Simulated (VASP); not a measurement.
Os:

```
CELL_PARAMETERS angstrom
2.75221 0.00000 0.00000
-1.37610 2.38348 0.00000
0.00000 0.00000 4.34831
ATOMIC_POSITIONS crystal
Os 0.66667 0.33333 0.75000
Os 0.33333 0.66667 0.25000
```

Base run:

```yaml
Program: VASP 6.6.1
Functional: BLYP
Potentials_or_basis: VASP PAW PBE potentials, release 64 (Os)
Cutoff: 520 eV
k_mesh: 11 × 11 × 6
Occupations: fermi-dirac, width 0.05 eV
Spin: no spin polarisation
```

Its results: band gap on the k mesh zero (band 8 reaches 11.79 eV, above the bottom of band 9 at 8.01 eV); pressure 20.4 GPa.

Task: The run is repeated on the same cell with these changes: dispersion from none to D4. What comes out?

Result: Band gap on the k mesh zero (band 8 reaches 11.79 eV, above the bottom of band 9 at 8.01 eV); pressure 5.9 GPa.

Dispersion adds attraction, which lowers the pressure at fixed volume and, as a term added to the energy, leaves the levels alone.

Caveats: the PAW data sets were made with another functional, which shifts forces and pressure a little; spin-orbit coupling is left out, which moves the levels of the heavy elements; pairwise dispersion overbinds metals, which lowers pressure and volume (some runs).
